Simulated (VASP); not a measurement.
Write the native input for VASP 6.6.1 that does the following.

```yaml
Task: single point
Functional: PBE
Potentials_or_basis: VASP PAW PBE potentials, release 64 (Al, Ru_pv, N)
Cutoff: 520 eV
k_mesh: 6 × 6 × 6
Occupations: gaussian, width 0.1 eV
Spin: collinear spin, ferromagnetic start
Starting_moments: "[0.0, 0.0, 1.0, 0.0, 0.0, 0.0] μB"
Dipole_correction: no
Further_INCAR_settings: ALGO = Normal; EDIFF = 1e-06; NBANDS = 30
```

The structure of Al2RuN3 lies in POSCAR:

```
Al2RuN3
1.0
    2.7687174025      1.5985197365      2.5395369946
   -2.7687174025      1.5985197365      2.5395369946
    0.0000000000     -3.1970394764      2.5395369925
Al Ru N
2 1 3
Direct
    0.6773432005      0.6773432005      0.6773432005
    0.3226567995      0.3226567995      0.3226567995
    0.0000000000      0.0000000000      0.0000000000
    0.0000000000      0.5000000000      0.0000000000
    0.5000000000      0.0000000000      0.0000000000
    0.0000000000      0.0000000000      0.5000000000
```

The cell was generated, and may not be a known phase.

The input as run:

INCAR

```
SYSTEM = Al2RuN3
ALGO = Normal ; EDIFF = 1E-6
ENCUT = 520 ; GGA = PE
ISIF = 2 ; ISMEAR = 0
ISPIN = 2 ; LASPH = .True.
LCHARG = .False. ; LMAXMIX = 4
LORBIT = 11 ; LREAL = .False.
LWAVE = .False. ; MAGMOM = 0 0 1 0 0 0
NBANDS = 30 ; NELM = 150
PREC = Accurate ; SIGMA = 0.1
```

KPOINTS

```
k-points
0
Gamma
  6 6 6
  0 0 0
```

Potentials or basis: VASP PAW PBE potentials, release 64 (Al, Ru_pv, N).

Launch:

```sh
$ cat potpaw_PBE.64/Al/POTCAR potpaw_PBE.64/Ru_pv/POTCAR potpaw_PBE.64/N/POTCAR > POTCAR
$ mpirun -np 1 vasp_std > vasp.out
```

It gave:

The pressure is 0.0 GPa and the net moment is 0.00 μB per cell. The valence electrons inside the program's atomic spheres are Al 0.73; Ru 12.66; N 3.70.

Wall time 62 s on 1 thread of AMD EPYC 9R45 96-Core Processor (Zen 5), with other jobs on the host, peak memory 0.22 GiB.
